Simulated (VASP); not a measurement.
A run of VASP 6.6.1 is set up as follows.

The input INCAR:

```
SYSTEM = Cs
  PREC = Accurate
  ENCUT = 520
  EDIFF = 1E-8
  ISMEAR = -1
  SIGMA = 0.05
  LREAL = .False.
  LASPH = .True.
  NELM = 100
  ALGO = Normal
  ISIF = 2
  LWAVE = .False.
  LCHARG = .False.
  GGA = PE
  LEFG = .True.
  NBANDS = 46
```

File KPOINTS:

```
regular mesh
0
Gamma
  3 3 3
  0 0 0
```

Contents of POSCAR:

```
Cs
1.0
   10.4572929000      0.0000000000      0.0000000000
    0.0000000000     10.4572929000      0.0000000000
    0.0000000000      0.0000000000      9.0557989400
Cs
8
Direct
    0.4401390400      0.7462757700      0.0000000000
    0.5598609600      0.2537242300      0.0000000000
    0.7462757700      0.5598609600      0.5000000000
    0.2537242300      0.4401390400      0.5000000000
    0.9401390400      0.7537242300      0.0000000000
    0.0598609600      0.2462757700      0.0000000000
    0.7537242300      0.0598609600      0.5000000000
    0.2462757700      0.9401390400      0.5000000000
```

Potentials or basis: VASP PAW PBE potentials, release 64 (Cs_sv).

Command:

```console
$ cat potpaw_PBE.64/Cs_sv/POTCAR > POTCAR
$ mpirun -np 1 vasp_std > vasp.out
```

(1) What does it give for the pressure?

(2) Estimate the largest force.

(3) Predict the band gap on the k mesh.

Results:

(1) -0.1 GPa.

(2) 0.008 eV/Å.

(3) zero (band 36 reaches 0.39 eV, above the bottom of band 37 at 0.28 eV).

Caveat: without QUAD_EFG the Cq values of the log hold for a quadrupole moment of 1 mb, not for the nuclei; spin-orbit coupling is left out, which moves the levels of the heavy elements.
